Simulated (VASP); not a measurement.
**GaAs: relaxation of cell and atoms with PBE**

The system is GaAs.

```
Ga As
1.0
     3.58573    0.00000    0.00000
    -1.79286    3.10533    0.00000
     0.00000    0.00000    5.84474
Ga As
2 2
Direct
  0.00000 0.00000 0.00000
  0.00000 0.00000 0.50000
  0.33333 0.66667 0.25000
  0.66667 0.33333 0.75000
```

- Program: VASP 6.6.1
- Task: relaxation of cell and atoms
- Functional: PBE
- Potentials or basis: VASP PAW PBE potentials, release 64 (Ga_d, As)
- Cutoff: 600 eV
- k mesh: 12 × 12 × 4
- Occupations: fermi-dirac, width 0.02 eV
- Spin: no spin polarisation
- Dipole correction: no
- Further INCAR settings: ALGO = Normal; EDIFF = 1e-06; IBRION = 2; EDIFFG = -0.005; NSW = 80; ISIF = 3

```json
{
  "Relaxed volume": "19.88 Å³/atom",
  "Relaxed cell": "a = 3.765 Å, b = 3.765 Å, c = 6.476 Å, α = 90.00°, β = 90.00°, γ = 120.00°",
  "Space group after relaxing (to 0.05 Å)": "P6_3/mmc (No. 194)",
  "Energy gained by relaxing": "212.2 meV/atom",
  "Ionic steps": "12",
  "Pressure after relaxing": "0.0 GPa",
  "Band gap on the k mesh": "zero (band 18 reaches 5.82 eV, above the bottom of band 19 at 2.26 eV)"
}
```

The path:
| step | energy change (eV) | largest force (eV/Å) | pressure (GPa) | volume (Å³) |
| --- | --- | --- | --- | --- |
| 1 | 0.0000 | 0.0000 | 22.22 | 65.08 |
| 2 | -0.6617 | 0.0000 | -5.72 | 88.72 |
| 3 | -0.8413 | 0.0000 | 0.12 | 79.55 |
| 4 | -0.8413 | 0.0000 | -0.10 | 79.86 |
| 5 | -0.8417 | 0.0000 | -0.21 | 79.84 |
| 6 | -0.8425 | 0.0000 | -0.12 | 79.78 |
| 7 | -0.8427 | 0.0000 | -0.21 | 79.76 |
| 8 | -0.8436 | 0.0000 | -0.13 | 79.71 |
| 9 | -0.8472 | 0.0000 | -0.10 | 79.61 |
| 10 | -0.8475 | 0.0000 | 0.14 | 79.38 |
| 11 | -0.8488 | 0.0000 | 0.01 | 79.48 |
| 12 | -0.8489 | 0.0000 | 0.03 | 79.50 |

Final structure:
```
CELL_PARAMETERS angstrom
3.76506 0.00000 0.00000
-1.88253 3.26064 0.00000
0.00000 0.00000 6.47609
ATOMIC_POSITIONS crystal
Ga 0.00000 0.00000 0.00000
Ga 0.00000 0.00000 0.50000
As 0.33333 0.66667 0.25000
As 0.66667 0.33333 0.75000
```

Levels at points of the mesh, in eV from the Fermi level:
```tsv
k point	band 15	band 16	band 17	band 18	band 19	band 20	band 21	band 22
(0.00, 0.00, 0.00)	-0.23	0.12	0.12	0.59	0.59	2.78	5.18	5.18
(0.50, 0.00, 0.00)	-4.45	-3.85	-2.15	0.34	1.27	1.69	2.67	3.16
(0.00, 0.00, 0.50)	0.40	0.40	0.40	0.40	2.21	2.21	4.72	4.72
(0.50, 0.00, 0.50)	-1.77	-1.77	-1.28	-1.28	-0.43	-0.43	3.68	3.68
```

Wall time 8.6 min on 1 thread of Intel(R) Xeon(R) Platinum 8375C CPU @ 2.90GHz (Ice Lake) (shared host), peak memory 0.25 GiB.

Caveat: the volume moved by over 15 % at a fixed basis, so the end points are rough.
